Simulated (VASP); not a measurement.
# TaAs (I4_1md) in VASP: further runs

TaAs is run at these levels: PBEsol; tasks: single point.

Program: VASP 6.6.1. These are calculated values, not measurements. Logs are shortened: lines on timing, memory, paths and dates and some standing lists are left out, and cuts for length are marked.

**1. The cell of the first run**

Symmetry: I4_1md, No. 109, tetragonal system. The conventional cell has a = 3.429 Å, b = 3.429 Å, c = 11.582 Å, α = 90.00°, β = 90.00°, γ = 90.00°. Ta (site symmetry 2mm) has 6 As at 2.59 to 2.60 Å and 4 Ta at 3.37 Å within 3.4 Å. As (site symmetry 2mm) has 6 Ta at 2.59 to 2.60 Å and 4 As at 3.37 Å within 3.4 Å.

**2. Single point, PBEsol**

The input, INCAR:

```
ALGO = Normal ; EDIFF = 1E-6
ENCUT = 520 ; GGA = PS
ISIF = 2 ; ISMEAR = 0
ISYM = 0 ; LASPH = T
LCHARG = F ; LREAL = F
LWAVE = F ; NBANDS = 24
NELM = 100 ; PREC = Accurate
SIGMA = 0.1
```

The input, KPOINTS:

```
k-points
0
Gamma
  10 10 6
```

The input, POSCAR:

```
TaAs
1.0
    3.4287004765      0.0000000000      0.0000000000
    0.0000000000      3.4287004765      0.0000000000
    1.7143502383     -1.7143502383      5.7911322126
Ta As
2 2
Direct
    0.4996867461      1.0003132539      1.0006265078
    0.2496867461      0.7503132539      0.5006265078
    0.9177138339      0.5822861661      0.1645723322
    0.6677138339      0.3322861661      0.6645723322
```

Potentials or basis: VASP PAW PBE potentials, release 64 (Ta_pv, As).

Run with:

```sh
$ cat potpaw_PBE.64/Ta_pv/POTCAR potpaw_PBE.64/As/POTCAR > POTCAR
$ mpirun -np 1 vasp_std > vasp.out
```

OUTCAR:

```text
EDIFF = 1E-6
   ENCUT = 520
   GGA = PS
   ISIF = 2
   ISMEAR = 0
   ISYM = 0
   LASPH = T
   LREAL = F
   NELM = 100
   PREC = Accurate

 ion  position               nearest neighbor table
   1  0.500  0.000  0.001-   4 2.59   4 2.59   3 2.60   3 2.60   3 2.60   3 2.60   2 3.37   2 3.37
                             2 3.37   2 3.37
   2  0.250  0.750  0.501-   3 2.59   3 2.59   4 2.60   4 2.60   4 2.60   4 2.60   1 3.37   1 3.37
                             1 3.37   1 3.37
   3  0.918  0.582  0.165-   2 2.59   2 2.59   1 2.60   1 2.60   1 2.60   1 2.60
   4  0.668  0.332  0.665-   1 2.59   1 2.59   2 2.60   2 2.60   2 2.60   2 2.60

IMPORTANT INFORMATION: All symmetrisations will be switched off!
NOSYMM: (Re-)initialisation of all symmetry stuff for point group C_1.

----------------------------------------------------------------------------------------

                                     Primitive cell

  volume of cell :      68.0805

  direct lattice vectors                    reciprocal lattice vectors
     3.428700476  0.000000000  0.000000000     0.291655689  0.000000000 -0.086338903
     0.000000000  3.428700476  0.000000000     0.000000000  0.291655689  0.086338903
     1.714350238 -1.714350238  5.791132213     0.000000000  0.000000000  0.172677805

  length of vectors
     3.428700476  3.428700476  6.278153055     0.304166808  0.304166808  0.172677805

  position of ions in fractional coordinates (direct lattice)
     0.499686746  0.000313254  0.000626508
     0.249686746  0.750313254  0.500626508
     0.917713834  0.582286166  0.164572332
     0.667713834  0.332286166  0.664572332

  ion indices of the primitive-cell ions
   primitive index   ion index
                 1           1
                 2           2
                 3           3
                 4           4

----------------------------------------------------------------------------------------

 KPOINTS: k-points

Automatic generation of k-mesh.
 Grid dimensions read from file:
 generate k-points for:   10   10    6

 Generating k-lattice:

  Cartesian coordinates                     Fractional coordinates (reciprocal lattice)
     0.029165569  0.000000000 -0.008633890     0.100000000  0.000000000  0.000000000
     0.000000000  0.029165569  0.008633890     0.000000000  0.100000000  0.000000000
     0.000000000  0.000000000  0.028779634     0.000000000  0.000000000  0.166666667

  Length of vectors
     0.030416681  0.030416681  0.028779634

  Shift w.r.t. Gamma in fractional coordinates (k-lattice)
     0.000000000  0.000000000  0.000000000

 -----------------------------------------------------------------------------
|                                                                             |
|           W    W    AA    RRRRR   N    N  II  N    N   GGGG   !!!           |
|           W    W   A  A   R    R  NN   N  II  NN   N  G    G  !!!           |
|           W    W  A    A  R    R  N N  N  II  N N  N  G       !!!           |
|           W WW W  AAAAAA  RRRRR   N  N N  II  N  N N  G  GGG   !            |
|           WW  WW  A    A  R   R   N   NN  II  N   NN  G    G                |
|           W    W  A    A  R    R  N    N  II  N    N   GGGG   !!!           |
|                                                                             |
|     Your reciprocal lattice and k-lattice belong to different lattice       |
|     classes:                                                                |
|                                                                             |
|        The reciprocal lattice is body-centered tetragonal,                  |
|        whereas your k-lattice is base-centered monoclinic.                  |
|                                                                             |
|     Results are often still useful ...                                      |
|                                                                             |
 -----------------------------------------------------------------------------

 WARNING: IBZKPT: internal override: KBLOWUP is changed to .FALSE.
      ... skipping the blow-up phase ...

 Subroutine IBZKPT returns following result:
 ===========================================

 Found    304 irreducible k-points:

 Following reciprocal coordinates:
            Coordinates               Weight
  0.000000  0.000000  0.000000      1.000000
  0.100000  0.000000 -0.000000      2.000000
  0.200000  0.000000 -0.000000      2.000000
  0.300000  0.000000  0.000000      2.000000
  0.400000  0.000000  0.000000      2.000000
  0.500000  0.000000 -0.000000      1.000000
[... 16 lines left out ...]
 -0.400000  0.200000  0.000000      2.000000
 -0.300000  0.200000  0.000000      2.000000
 [... further k-points ...]
   k-points           NKPTS =    304   k-points in BZ     NKDIM =    304   number of bands    NBANDS=     24
   number of dos      NEDOS =    301   number of ions     NIONS =      4
   total plane-waves  NPLWV =  37632
   dimension x,y,z NGX =    28 NGY =   28 NGZ =   48
   dimension x,y,z NGXF=    56 NGYF=   56 NGZF=   96
   ions per type =               2   2
   NGX,Y,Z   is equivalent  to a cutoff of  13.58, 13.58, 12.71 a.u.
   NGXF,Y,Z  is equivalent  to a cutoff of  27.15, 27.15, 25.42 a.u.
 SYSTEM =  unknown system
   PREC   = accura    normal or accurate (medium, high low for compatibility)
   ISTART =      0    job   : 0-new  1-cont  2-samecut
   ICHARG =      2    charge: 1-file 2-atom 10-const
   ISPIN  =      1    spin polarized calculation?
   LNONCOLLINEAR =      F non collinear calculations
   LSORBIT =      F    spin-orbit coupling
   LASPH  =      T    aspherical Exc in radial PAW
   ENCUT  =  520.0 eV  38.22 Ry    6.18 a.u.   6.38  6.38 11.67*2*pi/ulx,y,z
   NELM   =    100;   NELMIN=  2; NELMDL= -5     # of ELM steps
   EDIFF  = 0.1E-05   stopping-criterion for ELM
   LREAL  =      F    real-space projection
   EDIFFG = 0.1E-04   stopping-criterion for IOM
   NSW    =      0    number of steps for IOM
   IBRION =     -1    ionic relax: 0-MD 1-quasi-New 2-CG
   NFREE  =      0    steps in history (QN), initial steepest desc. (CG)
   ISIF   =      2    stress and relaxation
   ISYM   =      0    0-nonsym 1-usesym 2-fastsym
   POTIM  = 0.5000    time-step for ionic-motion
   TEBEG  =    0.0;   TEEND  =   0.0 temperature during run
   PSTRESS=    0.0 pullay stress
   NELECT =      32.0000    total number of electrons
   NUPDOWN=      -1.0000    fix difference up-down
   EMIN   =  10.00;   EMAX   =-10.00  energy-range for DOS
   EFERMI =   0.00;   METHOD = LEGACY
   ISMEAR =     0;   SIGMA  =   0.10  broadening in eV -4-tet -1-fermi 0-gaus
   EFERMI_NEDOS =   21; number of points for ismear=-14 and -15
   IALGO  =     38    algorithm
   IMIX   =      4    mixing-type and parameters
     AMIX     =   0.40;   BMIX     =  1.00
     AMIX_MAG =   1.60;   BMIX_MAG =  1.00
  volume/ion in A,a.u.               =      17.02       114.86
  Fermi-wavevector in a.u.,A,eV,Ry     =   1.272870  2.405375 22.044124  1.620197
  Thomas-Fermi vector in A             =   2.405724
   LORBIT       =      0    0 simple, 1 ext, 2 COOP (PROOUT), +10 PAW based schemes
   GGA     = PS    functional components
   LHFCALC =     F    Hartree Fock is set to
   AEXX    =    0.0000 exact exchange contribution
   IVDW    =     0    specifies the selected vdW correction
   LEPSILON=     F    determine dielectric tensor
   LRPA    =     F    only Hartree local field effects (RPA)
 non-spin polarized calculation
 Gauss-broadening in eV      SIGMA  =   0.10
  energy-cutoff  :      520.00
  volume of cell :       68.08
 maximum number of plane-waves:      1849
 NGX is ok and might be reduce to    28

 number of electron      32.0000001 magnetization

 Free energy of the ion-electron system (eV)
  ---------------------------------------------------
  ext. energy  EPLUGINS =         0.00000000
  ---------------------------------------------------
  free energy    TOTEN  =       -37.72549000 eV

  energy without entropy =      -37.72274323  energy(sigma->0) =      -37.72411662

 E-fermi :   7.0155     XC(G=0): -12.1195

 val. band max:        7.0053430614   @ k =   0.4000   0.0000   0.5000
 cond. band min:       7.0343090775   @ k =   0.4000   0.0000   0.5000
 fundamental gap:      0.0289660161
 Fermi energy:         7.0154703804

 k-point     1 :       0.0000    0.0000    0.0000
  band No.  band energies     occupation
      1     -27.8574      2.00000
      2     -27.8072      2.00000
      3     -27.8071      2.00000
      4     -27.6497      2.00000
      5     -27.6497      2.00000
      6     -27.5895      2.00000
[... 16 lines left out ...]
     23      11.2164      0.00000
     24      11.2170      0.00000

 k-point     2 :       0.1000    0.0000   -0.0000
  band No.  band energies     occupation
      1     -27.8540      2.00000
      2     -27.8211      2.00000
      3     -27.8056      2.00000
      4     -27.6657      2.00000
      5     -27.6478      2.00000
      6     -27.5913      2.00000
[... 16 lines left out ...]
     23      10.9713      0.00000
     24      11.6907      0.00000

 k-point     3 :       0.2000    0.0000   -0.0000
  band No.  band energies     occupation
      1     -27.8776      2.00000
      2     -27.8245      2.00000
      3     -27.8016      2.00000
      4     -27.7052      2.00000
      5     -27.6428      2.00000
      6     -27.5985      2.00000
[... 16 lines left out ...]
     23      11.5076      0.00000
     24      12.6989      0.00000

 k-point     4 :       0.3000    0.0000    0.0000
  band No.  band energies     occupation
      1     -27.9305      2.00000
      2     -27.8072      2.00000
      3     -27.7966      2.00000
      4     -27.7469      2.00000
      5     -27.6366      2.00000
      6     -27.6113      2.00000
[... 16 lines left out ...]
     23      11.7188      0.00000
     24      13.3719      0.00000

 k-point     5 :       0.4000    0.0000    0.0000
  band No.  band energies     occupation
      1     -27.9742      2.00000
      2     -27.8131      2.00000
      3     -27.7925      2.00000
      4     -27.7545      2.00000
      5     -27.6317      2.00000
      6     -27.6261      2.00000
[... 16 lines left out ...]
     23      11.9328      0.00000
     24      13.4175      0.00000

 k-point     6 :       0.5000    0.0000   -0.0000
  band No.  band energies     occupation
      1     -27.9908      2.00000
      2     -27.8234      2.00000
      3     -27.7909      2.00000
      4     -27.7474      2.00000
      5     -27.6336      2.00000
      6     -27.6298      2.00000
[... 16 lines left out ...]
     23      12.2459      0.00000
     24      13.5153      0.00000
[... 379 lines left out ...]
 k-point    21 :       0.4000    0.2000    0.0000
  band No.  band energies     occupation
      1     -27.9644      2.00000
      2     -27.8560      2.00000
      3     -27.7985      2.00000
      4     -27.7495      2.00000
      5     -27.6845      2.00000
      6     -27.6166      2.00000
[... 16 lines left out ...]
     23      11.5132      0.00000
     24      13.4427      0.00000

 k-point    22 :       0.5000    0.2000    0.0000
  band No.  band energies     occupation
      1     -27.9811      2.00000
      2     -27.8546      2.00000
      3     -27.8090      2.00000
      4     -27.7349      2.00000
      5     -27.6818      2.00000
      6     -27.6307      2.00000
[... 16 lines left out ...]
     23      11.4353      0.00000
     24      12.7701      0.00000

 k-point    23 :      -0.4000    0.2000    0.0000
  band No.  band energies     occupation
      1     -27.9652      2.00000
      2     -27.8568      2.00000
      3     -27.7969      2.00000
      4     -27.7332      2.00000
      5     -27.6830      2.00000
      6     -27.6347      2.00000
[... 16 lines left out ...]
     23      11.7923      0.00000
     24      12.4500      0.00000

 k-point    24 :      -0.3000    0.2000    0.0000
  band No.  band energies     occupation
      1     -27.9224      2.00000
      2     -27.8620      2.00000
      3     -27.7781      2.00000
      4     -27.7341      2.00000
      5     -27.6875      2.00000
      6     -27.6259      2.00000
[... 16 lines left out ...]
     23      11.8585      0.00000
     24      12.5893      0.00000

 [... further k-points ...]
[... 5 lines left out ...]
  --------------------------------------------------------------------------------------
  -------------------------------------------------------------------------------------
  Total        0.3098850      0.3098302      0.2881880      0.0001464      0.0014395     -0.0014394
  in kB        7.2927046      7.2914141      6.7820961      0.0034443      0.0338760     -0.0338752
  external PRESSURE =       7.1220716 kB  Pullay stress =       0.0000000 kB

 VOLUME and BASIS-vectors are now :
 -----------------------------------------------------------------------------
  energy-cutoff  :      520.00
  volume of cell :       68.08
      direct lattice vectors                 reciprocal lattice vectors
     3.428700476  0.000000000  0.000000000     0.291655689  0.000000000 -0.086338903
     0.000000000  3.428700476  0.000000000     0.000000000  0.291655689  0.086338903
     1.714350238 -1.714350238  5.791132213     0.000000000  0.000000000  0.172677805

 POSITION                                       TOTAL-FORCE (eV/Angst)
 -----------------------------------------------------------------------------------
      1.71435     -0.00000      0.00363        -0.000489     -0.000749      0.004154
      1.71435      1.71435      2.89919         0.000748      0.000488      0.004110
      3.42870      1.71435      0.95306        -0.000212      0.000048     -0.004152
      3.42870     -0.00000      3.84863        -0.000048      0.000212     -0.004112
 -----------------------------------------------------------------------------------
    total drift:                                0.000059     -0.000059      0.000256

  FREE ENERGIE OF THE ION-ELECTRON SYSTEM (eV)
  ---------------------------------------------------
  free  energy   TOTEN  =       -37.7254900009 eV

  energy  without entropy=      -37.7227432326  energy(sigma->0) =      -37.72411662
```

It took 3.5 min on 1 thread of Intel Xeon 6975P-C (Granite Rapids), shared host; peak memory 0.53 GiB.

What came out:

```yaml
Free_energy: -37.7255 eV
Pressure: 0.7 GPa
Largest_force: 0.004 eV/Å
Band_gap_on_the_k_mesh: 0.03 eV, direct
```

Forces in eV/Å, atoms in the order of the input:
```
Ta   0.000 -0.001  0.004
Ta   0.001  0.000  0.004
As   0.000  0.000 -0.004
As   0.000  0.000 -0.004
```

Levels at points of the mesh, in eV from the valence-band top:
```csv
k point,band 12,band 13,band 14,band 15,band 16,band 17,band 18,band 19,band 20,band 21
"(0.00, 0.00, 0.00)",-2.49,-2.39,-1.95,-1.63,-1.63,0.92,1.63,2.45,3.19,3.19
"(0.50, 0.00, 0.00)",-3.49,-2.48,-2.29,-1.57,-0.19,0.14,1.44,2.35,2.53,3.14
"(0.00, 0.50, 0.00)",-3.49,-2.48,-2.29,-1.58,-0.19,0.14,1.44,2.35,2.53,3.14
"(0.50, 0.50, 0.00)",-5.14,-3.18,-3.18,-1.13,-1.13,2.88,2.88,3.18,3.18,3.99
"(0.00, 0.00, 0.50)",-2.92,-2.87,-2.87,-0.90,-0.90,1.25,1.25,2.40,2.40,3.26
"(0.50, 0.00, 0.50)",-3.49,-2.48,-2.29,-1.57,-0.19,0.14,1.44,2.35,2.53,3.14
"(0.00, 0.50, 0.50)",-3.49,-2.48,-2.29,-1.57,-0.19,0.14,1.44,2.35,2.53,3.14
"(0.50, 0.50, 0.50)",-5.14,-3.18,-3.18,-1.13,-1.13,2.88,2.88,3.18,3.18,3.99
```

Caveat: the PAW data sets were made with another functional, which shifts forces and pressure a little; spin-orbit coupling is left out, which moves the levels of the heavy elements. A k mesh can miss the band edges.

**3. Single point, PBEsol**

This run uses another cell than the first one, of the same volume but with other edges.

The input, INCAR:

```
SYSTEM = TaAs
ALGO = Normal ; EDIFF = 1E-6
ENCUT = 520 ; GGA = PS
ISIF = 2 ; ISMEAR = 0
LASPH = .TRUE. ; LCHARG = .FALSE.
LREAL = .FALSE. ; LWAVE = .FALSE.
NBANDS = 24 ; NELM = 100
PREC = Accurate ; SIGMA = 0.1
```

The input, KPOINTS:

```
k-points
0
G
  18 18 18
  0 0 0
```

The input, POSCAR:

```
TaAs
1.0
   -1.7143502382      1.7143502382      5.7911322127
    1.7143502382     -1.7143502382      5.7911322127
    1.7143502382      1.7143502382     -5.7911322127
Ta As
2 2
Direct
    0.5003132539      1.0003132539      0.5000000000
    0.7503132539      0.7503132539      0.0000000000
    0.0822861661      0.5822861661      0.5000000000
    0.3322861661      0.3322861661      0.0000000000
```

Potentials or basis: VASP PAW PBE potentials, release 64 (Ta_pv, As).

Run with:

```sh
$ cat potpaw_PBE.64/Ta_pv/POTCAR potpaw_PBE.64/As/POTCAR > POTCAR
$ mpirun -np 1 vasp_std > vasp.out
```

OUTCAR:

```text
SYSTEM = TaAs
   EDIFF = 1E-6
   ENCUT = 520
   GGA = PS
   ISIF = 2
   ISMEAR = 0
   LASPH = .TRUE.
   LREAL = .FALSE.
   NELM = 100
   PREC = Accurate

 ion  position               nearest neighbor table
   1  0.500  0.000  0.500-   4 2.59   4 2.59   3 2.60   3 2.60   3 2.60   3 2.60   2 3.37   2 3.37
                             2 3.37   2 3.37
   2  0.750  0.750  0.000-   3 2.59   3 2.59   4 2.60   4 2.60   4 2.60   4 2.60   1 3.37   1 3.37
                             1 3.37   1 3.37
   3  0.082  0.582  0.500-   2 2.59   2 2.59   1 2.60   1 2.60   1 2.60   1 2.60
[... 846 lines left out ...]

 [... further k-points ...]
[... 5 lines left out ...]
  --------------------------------------------------------------------------------------
  -------------------------------------------------------------------------------------
  Total        0.3060275      0.3060275      0.2407683      0.0000000      0.0000000      0.0000000
  in kB        7.2019217      7.2019217      5.6661404      0.0000000      0.0000000      0.0000000
  external PRESSURE =       6.6899946 kB  Pullay stress =       0.0000000 kB

 VOLUME and BASIS-vectors are now :
 -----------------------------------------------------------------------------
  energy-cutoff  :      520.00
  volume of cell :       68.08
      direct lattice vectors                 reciprocal lattice vectors
    -1.714350238  1.714350238  5.791132213     0.000000000  0.291655689  0.086338903
     1.714350238 -1.714350238  5.791132213     0.291655689  0.000000000  0.086338903
     1.714350238  1.714350238 -5.791132213     0.291655689  0.291655689  0.000000000

 POSITION                                       TOTAL-FORCE (eV/Angst)
 -----------------------------------------------------------------------------------
      0.00000      1.71435      0.00363        -0.000000      0.000000      0.000857
      0.00000      0.00000      8.69033         0.000000     -0.000000      0.000857
      1.71435      0.00000      0.95306        -0.000000      0.000000     -0.000857
      0.00000      0.00000      3.84863         0.000000     -0.000000     -0.000857
 -----------------------------------------------------------------------------------
    total drift:                                0.000000      0.000000      0.000236

  FREE ENERGIE OF THE ION-ELECTRON SYSTEM (eV)
  ---------------------------------------------------
  free  energy   TOTEN  =       -37.7308726041 eV

  energy  without entropy=      -37.7292048042  energy(sigma->0) =      -37.73003870
```

Wall time 31 min (1 thread of AMD EPYC 7R43 (Zen 3), shared host); peak memory 0.84 GiB.

Results:

* Free energy: -37.7309 eV
* Pressure: 0.7 GPa
* Band gap on the k mesh: zero (band 16 reaches 7.05 eV, above the bottom of band 17 at 7.01 eV)

Stress tensor (GPa, compression positive):
```
0.72 0.00 0.00
0.00 0.72 0.00
0.00 0.00 0.57
```

Levels at points of the mesh, in eV from the Fermi level:
```
           k point  band 13  band 14  band 15  band 16  band 17  band 18  band 19  band 20
(0.00, 0.00, 0.00)    -2.41    -1.96    -1.64    -1.64     0.90     1.61     2.43     3.17
(0.50, 0.00, 0.00)    -2.49    -2.31    -1.59    -0.21     0.12     1.42     2.34     2.51
(0.50, 0.50, 0.00)    -3.20    -3.20    -1.14    -1.14     2.86     2.86     3.17     3.17
(0.50, 0.50, 0.50)    -2.89    -2.89    -0.92    -0.92     1.24     1.24     2.39     2.39
```

Caveat: the PAW data sets were made with another functional, which shifts forces and pressure a little; spin-orbit coupling is left out, which moves the levels of the heavy elements.

(Part 1 of 2 ends here.)
